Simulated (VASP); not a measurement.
B: single point with revPBE

The system is B.

```
B
1.0
    -2.77513    2.96054    0.80394
     2.96054   -2.77513    0.80394
     2.01348    2.01348   -0.46437
B
2
Direct
  0.07149 0.92851 0.00000
  0.67851 0.32149 0.50000
```

| Quantity | Value |
| --- | --- |
| Program | VASP 6.6.1 |
| Task | single point |
| Functional | revPBE |
| Potentials or basis | VASP PAW PBE potentials, release 64 (B) |
| Cutoff | 520 eV |
| k mesh | 22 × 22 × 12 |
| Occupations | fermi-dirac, width 0.1 eV |
| Spin | no spin polarisation |

The pressure is -0.1 GPa and the largest force is 0.018 eV/Å. The band gap on the k mesh is zero (band 3 reaches 9.71 eV, above the bottom of band 4 at -0.30 eV).

Forces on the atoms (eV/Å):
```
B    0.013 -0.013  0.000
B   -0.013  0.013  0.000
```

Stress tensor (GPa, compression positive):
```
 0.16 -0.36 -0.04
-0.36  0.16 -0.04
-0.04 -0.04 -0.53
```

Levels at points of the mesh, in eV from the Fermi level:
| k point | band 1 | band 2 | band 3 | band 4 | band 5 | band 6 | band 7 |
| --- | --- | --- | --- | --- | --- | --- | --- |
| (0.00, 0.00, 0.00) | -15.97 | -6.02 | -5.20 | -2.23 | 2.86 | 8.03 | 10.91 |
| (0.50, 0.00, 0.00) | -6.87 | -6.80 | 5.36 | 6.71 | 7.47 | 7.52 | 10.64 |
| (0.50, 0.50, 0.00) | -15.79 | -7.85 | -5.13 | 1.11 | 2.98 | 7.17 | 9.51 |
| (0.00, 0.00, 0.50) | -12.60 | -12.60 | -3.23 | -3.23 | 5.13 | 5.13 | 15.17 |
| (0.50, 0.00, 0.50) | -6.00 | -6.00 | 3.48 | 3.48 | 7.97 | 7.97 | 8.64 |
| (0.50, 0.50, 0.50) | -12.44 | -12.44 | -4.33 | -4.33 | 9.39 | 9.39 | 13.08 |

Wall time 120 s on 1 thread of AMD EPYC 9R45 96-Core Processor (Zen 5) (shared host), peak memory 0.24 GiB.

Caveat: the PAW data sets were made with another functional, which shifts forces and pressure a little.
